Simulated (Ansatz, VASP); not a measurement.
La2Y2O in VASP and in Ansatz

```
CELL_PARAMETERS angstrom
4.83767 0.00000 0.00000
0.00000 4.83767 0.00000
0.00000 0.00000 5.58040
ATOMIC_POSITIONS crystal
La 0.50000 0.50000 0.00000
La 0.00000 0.00000 0.00000
Y 0.00000 0.50000 0.50000
Y 0.50000 0.00000 0.50000
O 0.50000 0.50000 0.50000
```

Alike in both runs: functional PBE; k mesh 6 × 6 × 6; occupations gaussian, width 0.1 eV; no spin polarisation.

Ansatz relaxed the structure, and its values are those at the end. VASP's run is a single point on that final structure, the one shown.

```csv
,VASP,Ansatz
version,VASP 6.6.1,Ansatz 0.2.0
potentials or method,"VASP PAW PBE potentials, release 64 (La, Y_sv, O), cutoff 520 eV","scalar-relativistic, plane waves, PAW"
valence electrons in the cell,50,50
```

```tsv
	VASP	Ansatz	Ansatz less VASP
gap on the k mesh at the Fermi level (eV)	none	none	-
pressure (GPa)	0.0	0.0	+0.01
```

A gap of «none» marks a metal or a gap that the smearing closes.

Neither program's run includes spin-orbit coupling.
